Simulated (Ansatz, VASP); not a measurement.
## MgO in VASP and in Ansatz

Contents of INCAR:

```
PREC = Accurate
ENCUT = 520
EDIFF = 1E-6
ISMEAR = 0
SIGMA = 0.05
LREAL = F
LASPH = T
NELM = 80
ALGO = Normal
ISIF = 2
LWAVE = F
LCHARG = F
GGA = PS
NBANDS = 16
```

Contents of KPOINTS:

```
Automatic mesh
0
Gamma
  9 9 6
```

Contents of POSCAR:

```
MgO
1.0
    3.3034678116      0.0000000000      0.0000000000
   -1.6517339058      2.8608870454      0.0000000000
    0.0000000000      0.0000000000      5.0193879762
Mg O
2 2
Direct
    0.3333333333      0.6666666667      0.0390610606
    0.6666666667      0.3333333333      0.5390610606
    0.3333333333      0.6666666667      0.4009416620
    0.6666666667      0.3333333333      0.9009416620
```

Input for Ansatz:

```yaml
crystal:
  lattice:
    - [3.3034678116, 0.0, 0.0]
    - [-1.6517339058, 2.8608870454, 0.0]
    - [0.0, 0.0, 5.0193879762]
  atoms:
    - { symbol: Mg, position: [0.3333333333, 0.6666666667, 0.0390610606] }
    - { symbol: Mg, position: [0.6666666667, 0.3333333333, 0.5390610606] }
    - { symbol: O, position: [0.3333333333, 0.6666666667, 0.400941662] }
    - { symbol: O, position: [0.6666666667, 0.3333333333, 0.900941662] }
basis:
  ecutwfc: 520.0
kpoints:
  mp_grid: { grid: [9, 9, 6] }
hamiltonian:
  xc: pbesol
  pseudopotentials: { kind: paw, azcp: { folder: soft_1 } }
scf:
  occupations: { method: gaussian, width: 0.05 }
output:
  forces: true
  stress: true
  eigenvalues: true
```

Alike in both runs: task single point; functional PBEsol; k mesh 9 × 9 × 6; occupations gaussian, width 0.05 eV; no spin polarisation.

```csv
,VASP,Ansatz
version,VASP 6.6.1,Ansatz 0.2.0
potentials or method,"VASP PAW PBE potentials, release 64 (Mg, O), cutoff 520 eV","scalar-relativistic, plane waves, PAW"
valence electrons in the cell,16,32
```

|  | VASP | Ansatz | Ansatz less VASP |
| --- | --- | --- | --- |
| gap on the k mesh at the Fermi level (eV) | 3.58 | 3.58 | -0.001 |
| least direct gap on the mesh (eV) | 3.58 | 3.58 | -0.001 |
| pressure (GPa) | 3.6 | 3.7 | +0.16 |
| traceless stress, the component that is largest in VASP (GPa) | 17.26 | 16.83 | -0.433 |
| rms of the force components (eV/Å) | 1.220 | 1.193 | -0.0271 |

VASP's potentials were made for PBE, not for PBEsol, and Ansatz warns of the same on its side. Atom by atom the forces differ by 0.027 eV/Å (rms over components). VASP's potentials hold 16 valence electrons a cell and Ansatz's 32, so a difference there can come from the potentials and not from the codes.
